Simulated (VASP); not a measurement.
Input of a VASP 6.6.1 run:

The input INCAR:

```
PREC     = Accurate       # precision mode
ENCUT    = 600            # plane-wave cutoff, eV
EDIFF    = 1E-6           # SCF threshold, eV
ISMEAR   = 0              # smearing method
SIGMA    = 0.1            # smearing width, eV
LREAL    = False          # projectors in reciprocal space
LASPH    = True           # aspherical terms in the spheres
NELM     = 80             # most SCF steps
ALGO     = Normal         # electronic algorithm
ISIF     = 3              # what is computed and relaxed
LWAVE    = False          # write WAVECAR
LCHARG   = False          # write CHGCAR
GGA      = PE             # functional
IBRION   = 2              # ionic algorithm
NSW      = 90             # ionic steps
EDIFFG   = -0.04          # ionic threshold
```

KPOINTS

```
Automatic mesh
0
Gamma
  6 6 4
```

File POSCAR:

```
Os3N2
1.0
    3.3974911626      0.0000000000      0.0000000000
   -1.6987455813      2.9423136560      0.0000000000
    0.0000000000      0.0000000000      5.2859443723
Os N
3 2
Direct
    0.0000000000      0.0000000000      0.0000000000
    0.3333333333      0.6666666667      0.6450000000
    0.6666666667      0.3333333333      0.3550000000
    0.3333333333      0.6666666667      0.2450000000
    0.6666666667      0.3333333333      0.7550000000
```

Potentials or basis: VASP PAW PBE potentials, release 64 (Os, N).

Command:

```sh
$ cat potpaw_PBE.64/Os/POTCAR potpaw_PBE.64/N/POTCAR > POTCAR
$ mpirun -np 1 vasp_std > vasp.out
```

Q: Predict the band gap on the k mesh.

A: Zero (bands 17 and 18 overlap by 2.88 eV).

Q: Predict the relaxed cell.

A: a = 2.772 Å, b = 2.772 Å, c = 8.290 Å, α = 90.00°, β = 90.00°, γ = 120.00°.

Final structure:
```xyz
5
Lattice="2.7721 0.0000 0.0000 -1.3861 2.4007 0.0000 0.0000 0.0000 8.2904" Properties=species:S:1:pos:R:3 pbc="T T T"
Os    0.0000    0.0000    0.0000
Os    0.0000    1.6005    5.1492
Os    1.3861    0.8002    3.1412
N     0.0000    1.6005    1.4167
N     1.3861    0.8002    6.8736
```

Caveat: a cell axis changed by over 15 % at a fixed basis, so the end point is rough; spin-orbit coupling is left out, which moves the levels of the heavy elements.
